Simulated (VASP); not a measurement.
# NiO (Fm-3m) in VASP: a series of runs, part 2 of 3

VASP 6.6.1. The steps go on from the part before.

**3. Single point, PBE (volume scaled by 0.980)**

File INCAR:

```
SYSTEM = NiO
ALGO     = Normal         ! electronic algorithm
EDIFF    = 1E-6           ! SCF threshold, eV
ENCUT    = 520            ! plane-wave cutoff, eV
GGA      = PE             ! functional
ISIF     = 2              ! what is computed and relaxed
ISMEAR   = 0              ! smearing method
LASPH    = .True.         ! aspherical terms in the spheres
LCHARG   = .False.        ! write CHGCAR
LREAL    = .False.        ! projectors in reciprocal space
LWAVE    = .False.        ! write WAVECAR
NBANDS   = 15             ! bands
NELM     = 100            ! most SCF steps
PREC     = Accurate       ! precision mode
SIGMA    = 0.05           ! smearing width, eV
```

File KPOINTS:

```
k-points
0
Gamma
  14 14 14
  0 0 0
```

File POSCAR:

```
NiO
1.0
    0.0000000000      2.0656724582      2.0656724582
    2.0656724582      0.0000000000      2.0656724582
    2.0656724582      2.0656724582      0.0000000000
Ni O
1 1
Direct
    0.0000000000      0.0000000000      0.0000000000
    0.5000000000      0.5000000000      0.5000000000
```

Potentials or basis: VASP PAW PBE potentials, release 64 (Ni, O).

Started as:

```bash
$ cat potpaw_PBE.64/Ni/POTCAR potpaw_PBE.64/O/POTCAR > POTCAR
$ mpirun -np 1 vasp_std > vasp.out
```

OUTCAR:

```text
SYSTEM = NiO
   EDIFF = 1E-6
   ENCUT = 520
   GGA = PE
   ISIF = 2
   ISMEAR = 0
   LASPH = .True.
   LREAL = .False.
   NELM = 100
   PREC = Accurate

 ion  position               nearest neighbor table
   1  0.000  0.000  0.000-   2 2.07   2 2.07   2 2.07   2 2.07   2 2.07   2 2.07
   2  0.500  0.500  0.500-   1 2.07   1 2.07   1 2.07   1 2.07   1 2.07   1 2.07

  LATTYP: Found a face centered cubic cell.
 ALAT       =     4.1313449164

  Lattice vectors:

 A1 = (   0.0000000000,   2.0656724582,   2.0656724582)
 A2 = (   2.0656724582,   0.0000000000,   2.0656724582)
 A3 = (   2.0656724582,   2.0656724582,   0.0000000000)

Analysis of symmetry for initial positions (statically):
=====================================================================
 Subroutine PRICEL returns:
 Original cell was already a primitive cell.

 Routine SETGRP: Setting up the symmetry group for a
 face centered cubic supercell.

 Subroutine GETGRP returns: Found 48 space group operations
 (whereof 48 operations were pure point group operations)
 out of a pool of 48 trial point group operations.

The static configuration has the point symmetry O_h .
[... 175 lines left out ...]
      5       6.3982      2.00000
      6       6.3982      2.00000
      7       6.3982      2.00000
      8       6.7464      2.00000
      9       6.7464      2.00000
     10      10.1781      0.00000
     11      26.3068      0.00000
     12      27.7109      0.00000
     13      27.7109      0.00000
     14      27.7109      0.00000
[... 401 lines left out ...]
      2       1.8397      2.00000
      3       3.5595      2.00000
      4       3.8186      2.00000
      5       6.3502      2.00000
      6       7.0426      2.00000
      7       7.3120      2.00000
      8       7.8285      2.00000
      9       8.5315      0.00000
     10      13.6264      0.00000
     11      21.2008      0.00000
     12      23.1958      0.00000
     13      25.0537      0.00000
     14      27.4408      0.00000
     15      33.1219      0.00000

 [... further k-points ...]

------------------------ aborting loop because EDIFF is reached ----------------------------------------

  FORCE on cell =-STRESS in cart. coord.  units (eV):
  Direction    XX          YY          ZZ          XY          YZ          ZX
  --------------------------------------------------------------------------------------
  -------------------------------------------------------------------------------------
  Total        0.4998077      0.4998077      0.4998077      0.0000000      0.0000000      0.0000000
  in kB       45.4254379     45.4254379     45.4254379      0.0000000      0.0000000      0.0000000
  external PRESSURE =      45.4254379 kB  Pullay stress =       0.0000000 kB

 VOLUME and BASIS-vectors are now :
 -----------------------------------------------------------------------------
  energy-cutoff  :      520.00
  volume of cell :       17.63
      direct lattice vectors                 reciprocal lattice vectors
     0.000000000  2.065672458  2.065672458    -0.242051927  0.242051927  0.242051927
     2.065672458  0.000000000  2.065672458     0.242051927 -0.242051927  0.242051927
     2.065672458  2.065672458  0.000000000     0.242051927  0.242051927 -0.242051927

 POSITION                                       TOTAL-FORCE (eV/Angst)
 -----------------------------------------------------------------------------------
      0.00000      0.00000      0.00000         0.000000      0.000000     -0.000000
      2.06567      2.06567      2.06567        -0.000000      0.000000      0.000000
 -----------------------------------------------------------------------------------
    total drift:                                0.000000     -0.000000     -0.000000

  FREE ENERGIE OF THE ION-ELECTRON SYSTEM (eV)
  ---------------------------------------------------
  free  energy   TOTEN  =       -11.3745259046 eV

  energy  without entropy=      -11.3713680302  energy(sigma->0) =      -11.37294697
```

OSZICAR:

```text
N       E                     dE             d eps       ncg     rms          rms(c)
DAV:   1     0.778227886462E+02    0.77823E+02   -0.77528E+03  3280   0.140E+03
DAV:   2    -0.953936686478E+01   -0.87362E+02   -0.77086E+02  3449   0.261E+02
DAV:   3    -0.135070635537E+02   -0.39677E+01   -0.38584E+01  3750   0.601E+01
DAV:   4    -0.135422128488E+02   -0.35149E-01   -0.35138E-01  3725   0.554E+00
DAV:   5    -0.135430302831E+02   -0.81743E-03   -0.81742E-03  3907   0.859E-01    0.133E+01
DAV:   6    -0.127815711022E+02    0.76146E+00   -0.11845E+01  3251   0.680E+01    0.145E+01
DAV:   7    -0.114329428663E+02    0.13486E+01   -0.52957E+00  3330   0.575E+01    0.517E+00
DAV:   8    -0.113777863954E+02    0.55156E-01   -0.33196E-01  3965   0.105E+01    0.181E+00
DAV:   9    -0.113750361443E+02    0.27503E-02   -0.27816E-02  3954   0.235E+00    0.221E-01
DAV:  10    -0.113745996278E+02    0.43652E-03   -0.30464E-03  3954   0.121E+00    0.991E-02
DAV:  11    -0.113745309137E+02    0.68714E-04   -0.43266E-04  4719   0.337E-01    0.378E-02
DAV:  12    -0.113745253641E+02    0.55496E-05   -0.31017E-05  4070   0.806E-02    0.396E-03
DAV:  13    -0.113745259046E+02   -0.54052E-06   -0.12968E-06  2598   0.157E-02
   1 F= -.11374526E+02 E0= -.11372947E+02  d E =-.315787E-02
```

Wall time 16 s (1 thread of Intel Xeon Platinum 8488C (Sapphire Rapids), shared host); peak memory 0.16 GiB.

What came out:

```yaml
Free_energy: -11.3745 eV
Pressure: 4.5 GPa
Band_gap_on_the_k_mesh: zero (band 8 reaches 9.71 eV, above the bottom of band 9 at 6.75 eV)
```

Levels at points of the mesh, in eV from the Fermi level:
| k point | band 4 | band 5 | band 6 | band 7 | band 8 | band 9 | band 10 | band 11 | band 12 | band 13 |
| --- | --- | --- | --- | --- | --- | --- | --- | --- | --- | --- |
| (0.00, 0.00, 0.00) | -3.21 | -1.93 | -1.93 | -1.93 | -1.58 | -1.58 | 1.85 | 17.98 | 19.38 | 19.38 |
| (0.50, 0.00, 0.00) | -5.62 | -1.06 | -1.06 | -0.67 | 1.38 | 1.38 | 5.76 | 10.41 | 14.44 | 14.44 |
| (0.50, 0.50, 0.00) | -4.53 | -2.97 | -1.17 | -0.78 | -0.78 | -0.59 | 6.66 | 10.80 | 12.64 | 17.14 |

Caveat: the cell differs from its parent crystal (volume scaled by 0.980); the run has no spin polarisation, though such a crystal can be magnetic; semilocal functionals often make such compounds metallic where correlation or magnetic order opens a gap, which also shifts bond lengths.

**4. Single point, PBE**

This run uses another cell than the first one, of 9.08 Å³/atom, 1.051 times its volume.

File INCAR:

```
PREC = Accurate
ENCUT = 520
EDIFF = 1E-7
ISMEAR = 0
SIGMA = 0.05
LREAL = False
LASPH = True
NELM = 60
ALGO = Normal
ISIF = 2
LWAVE = False
LCHARG = True
GGA = PE
LELF = True
LVHAR = True
NBANDS = 15
```

File KPOINTS:

```
regular mesh
0
Gamma
  14 14 14
```

File POSCAR:

```
NiO
1.0
    0.0000000000      2.0859016414      2.0859016414
    2.0859016414      0.0000000000      2.0859016414
    2.0859016414      2.0859016414      0.0000000000
Ni O
1 1
Direct
    0.0000000000      0.0000000000      0.0000000000
    0.5000000000      0.5000000000      0.5000000000
```

Potentials or basis: VASP PAW PBE potentials, release 64 (Ni, O).

Started as:

```bash
$ cat potpaw_PBE.64/Ni/POTCAR potpaw_PBE.64/O/POTCAR > POTCAR
$ mpirun -np 1 vasp_std > vasp.out
```

OUTCAR:

```text
PREC = Accurate
   ENCUT = 520
   EDIFF = 1E-7
   ISMEAR = 0
   LREAL = False
   LASPH = True
   NELM = 60
   ISIF = 2
   GGA = PE

 ion  position               nearest neighbor table
   1  0.000  0.000  0.000-   2 2.09   2 2.09   2 2.09   2 2.09   2 2.09   2 2.09
   2  0.500  0.500  0.500-   1 2.09   1 2.09   1 2.09   1 2.09   1 2.09   1 2.09

  LATTYP: Found a face centered cubic cell.
 ALAT       =     4.1718032828

  Lattice vectors:

 A1 = (   0.0000000000,   2.0859016414,   2.0859016414)
[... 619 lines left out ...]
------------------------ aborting loop because EDIFF is reached ----------------------------------------

  FORCE on cell =-STRESS in cart. coord.  units (eV):
  Direction    XX          YY          ZZ          XY          YZ          ZX
  --------------------------------------------------------------------------------------
  -------------------------------------------------------------------------------------
  Total       -0.1926919     -0.1926919     -0.1926919      0.0000000      0.0000000     -0.0000000
  in kB      -17.0083676    -17.0083676    -17.0083676      0.0000000      0.0000000     -0.0000000
  external PRESSURE =     -17.0083676 kB  Pullay stress =       0.0000000 kB

 VOLUME and BASIS-vectors are now :
 -----------------------------------------------------------------------------
  energy-cutoff  :      520.00
  volume of cell :       18.15
      direct lattice vectors                 reciprocal lattice vectors
     0.000000000  2.085901641  2.085901641    -0.239704495  0.239704495  0.239704495
     2.085901641  0.000000000  2.085901641     0.239704495 -0.239704495  0.239704495
     2.085901641  2.085901641  0.000000000     0.239704495  0.239704495 -0.239704495

 POSITION                                       TOTAL-FORCE (eV/Angst)
 -----------------------------------------------------------------------------------
      0.00000      0.00000      0.00000        -0.000000      0.000000     -0.000000
      2.08590      2.08590      2.08590         0.000000     -0.000000      0.000000
 -----------------------------------------------------------------------------------
    total drift:                                0.000000     -0.000000     -0.000000

  FREE ENERGIE OF THE ION-ELECTRON SYSTEM (eV)
  ---------------------------------------------------
  free  energy   TOTEN  =       -11.3794980657 eV

  energy  without entropy=      -11.3763495531  energy(sigma->0) =      -11.37792381
```

stdout:

```text
POSCAR found type information on POSCAR NiO
 POSCAR found :  2 types and       2 ions
 scaLAPACK will be used
 LDA part: xc-table for (Slater+PW92), standard interpolation
 POSCAR, INCAR and KPOINTS ok, starting setup
 FFT: planning ... GRIDC
 FFT: planning ... GRID_SOFT
 FFT: planning ... GRID
 WAVECAR not read
 entering main loop
```

Wall time 17 s (1 thread of Intel Xeon Platinum 8488C (Sapphire Rapids), shared host); peak memory 0.16 GiB.

Results:

```
Free energy            : -11.3795 eV
Pressure               : -1.7 GPa
Band gap on the k mesh : zero (band 8 reaches 9.21 eV, above the bottom of band 9 at 6.37 eV)
```

Levels at points of the mesh, in eV from the Fermi level:
```csv
k point,band 5,band 6,band 7,band 8,band 9,band 10,band 11,band 12
"(0.00, 0.00, 0.00)",-1.83,-1.83,-1.83,-1.50,-1.50,1.70,17.90,19.17
"(0.50, 0.00, 0.00)",-1.00,-1.00,-0.63,1.33,1.33,5.72,10.14,14.27
"(0.50, 0.50, 0.00)",-2.80,-1.11,-0.74,-0.74,-0.59,6.50,10.62,12.53
```

Caveat: the run has no spin polarisation, though such a crystal can be magnetic; semilocal functionals often make such compounds metallic where correlation or magnetic order opens a gap, which also shifts bond lengths.

(Part 2 of 3 ends here.)
